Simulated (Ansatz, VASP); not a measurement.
## Two plane-wave programs on Rh

```xyz
1
Lattice="0.0000 1.9042 1.9042 1.9042 0.0000 1.9042 1.9042 1.9042 0.0000" Properties=species:S:1:pos:R:3 pbc="T T T"
Rh    0.0000    0.0000    0.0000
```

Alike in both runs: task single point; functional PBE; dispersion D3(BJ); k mesh 13 × 13 × 13; no spin polarisation.

```csv
,VASP,Ansatz
version,VASP 6.6.1,Ansatz 0.2.0
potentials or method,"VASP PAW PBE potentials, release 64 (Rh_pv), cutoff 500 eV","plane waves, PAW"
occupations,"methfessel-paxton of order 1, width 0.1 eV","cold, width 0.1 eV"
valence electrons in the cell,15,17
```

|  | VASP | Ansatz | Ansatz less VASP |
| --- | --- | --- | --- |
| pressure (GPa) | -3.0 | -3.2 | -0.26 |

VASP's potentials hold 15 valence electrons a cell and Ansatz's 17, so a difference there can come from the potentials and not from the codes.
